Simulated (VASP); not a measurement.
Input of a VASP 6.6.1 run:

File INCAR:

```
PREC = Accurate ; ENCUT = 520
EDIFF = 1E-7 ; ISMEAR = 0
SIGMA = 0.1 ; LREAL = False
LASPH = True ; NELM = 100
ALGO = Normal ; ISIF = 2
LWAVE = False ; LCHARG = False
GGA = PE ; NBANDS = 17
```

File KPOINTS:

```
regular mesh
0
Gamma
  14 14 8
```

POSCAR

```
Pt
1.0
    2.9345279353      0.0000000000      0.0000000000
   -0.0135030990      2.9394167817      0.0000000000
   -1.1860017040     -1.2355301357      5.1322013466
Pt
2
Direct
    0.3271380000      0.3340380000      0.7259450000
    0.6728620000      0.6659620000      0.2740550000
```

Potentials or basis: VASP PAW PBE potentials, release 64 (Pt).

Launch:

```sh
$ cat potpaw_PBE.64/Pt/POTCAR > POTCAR
$ mpirun -np 1 vasp_std > vasp.out
```

(1) Predict the pressure.

(2) Predict the band gap on the k mesh.

(3) What does it give for the largest force?

Answers

(1) -27.4 GPa.

(2) zero (band 10 reaches 6.15 eV, above the bottom of band 11 at 4.63 eV).

(3) 0.212 eV/Å.

Caveat: the cell differs from its parent crystal (Au replaced by Pt, lengths x 1.000, strained); spin-orbit coupling is left out, which moves the levels of the heavy elements.
